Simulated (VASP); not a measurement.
Here is a VASP 6.6.1 calculation.

INCAR

```
PREC = Accurate
ENCUT = 520
EDIFF = 1E-6
ISMEAR = -1
SIGMA = 0.05
LREAL = F
LASPH = T
NELM = 150
ALGO = Normal
ISIF = 2
LWAVE = F
LCHARG = F
ISPIN = 2
MAGMOM = 2 0
LORBIT = 11
LMAXMIX = 4
GGA = PS
NBANDS = 18
```

KPOINTS

```
regular mesh
0
Gamma
  11 11 11
```

Contents of POSCAR:

```
CoO
1.0
    1.4953654176      0.8633496264      2.4235510644
   -1.4953654176      0.8633496264      2.4235510644
    0.0000000000     -1.7266992528      2.4235510644
Co O
1 1
Direct
    0.0000000000      0.0000000000      0.0000000000
    0.5000000000      0.5000000000      0.5000000000
```

Potentials or basis: VASP PAW PBE potentials, release 64 (Co, O).

Command:

```bash
$ cat potpaw_PBE.64/Co/POTCAR potpaw_PBE.64/O/POTCAR > POTCAR
$ mpirun -np 1 vasp_std > vasp.out
```

(1) What does it give for the site moments?

(2) Estimate the pressure.

(3) Predict the net moment.

## Answers

(1) Co +2.51; O +0.30 μB.

(2) -6.8 GPa.

(3) 2.86 μB per cell.

Caveat: the cell stands under tension; the PAW data sets were made with another functional, which shifts forces and pressure a little; a cell with one magnetic atom can't hold antiferromagnetic order, which such compounds often take.
